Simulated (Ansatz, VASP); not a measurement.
One calculation of MoS2, two programs

File INCAR:

```
PREC = Accurate ; ENCUT = 520
EDIFF = 1E-6 ; ISMEAR = -1
SIGMA = 0.01 ; LREAL = False
LASPH = True ; NELM = 100
ALGO = Normal ; ISIF = 2
LWAVE = False ; LCHARG = False
GGA = PE ; NBANDS = 35
```

Contents of KPOINTS:

```
Automatic mesh
0
Gamma
  7 7 2
```

Contents of POSCAR:

```
MoS2
1.0
    3.1400001000      0.0000000000      0.0000000000
   -1.5700000500      2.7193198500      0.0000000000
    0.0000000000      0.0000000000     12.5300000000
Mo S
2 4
Direct
    0.3333333300      0.6666666700      0.2500000000
    0.6666666700      0.3333333300      0.7500000000
    0.3333333300      0.6666666700      0.6250000000
    0.6666666700      0.3333333300      0.1250000000
    0.3333333300      0.6666666700      0.8750000000
    0.6666666700      0.3333333300      0.3750000000
```

Input for Ansatz:

```yaml
crystal:
  lattice:
    - [3.1400001, 0.0, 0.0]
    - [-1.57000005, 2.71931985, 0.0]
    - [0.0, 0.0, 12.53]
  atoms:
    - { symbol: Mo, position: [0.33333333, 0.66666667, 0.25] }
    - { symbol: Mo, position: [0.66666667, 0.33333333, 0.75] }
    - { symbol: S, position: [0.33333333, 0.66666667, 0.625] }
    - { symbol: S, position: [0.66666667, 0.33333333, 0.125] }
    - { symbol: S, position: [0.33333333, 0.66666667, 0.875] }
    - { symbol: S, position: [0.66666667, 0.33333333, 0.375] }
hamiltonian:
  xc: pbe
  pseudopotentials: { kind: paw }
basis:
  ecutwfc: 420
kpoints:
  mp_grid: { grid: [7, 7, 2] }
scf:
  occupations: { method: fermi_dirac, width: 0.01 }
  lower_state_search: "off"
  algorithm: density_mixing
  max_iter: 100
  mixing: {}
output:
  forces: true
  stress: true
```

Alike in both runs: task single point; functional PBE; k mesh 7 × 7 × 2; occupations fermi-dirac, width 0.01 eV; no spin polarisation.

```csv
,VASP,Ansatz
version,VASP 6.6.1,Ansatz 0.2.0
potentials or method,"VASP PAW PBE potentials, release 64 (Mo_sv, S), cutoff 520 eV","PAW, plane waves, scalar-relativistic"
valence electrons in the cell,52,52
```

```csv
,VASP,Ansatz,Ansatz less VASP
pressure (GPa),4.3,4.4,+0.15
"traceless stress, the component that is largest in VASP (GPa)",-1.01,-0.97,+0.042
rms of the force components (eV/Å),0.056,0.062,+0.0065
```

Atom by atom the forces differ by 0.006 eV/Å (rms over components). With one functional, cell and mesh, what is left measures potentials, basis and numerics.
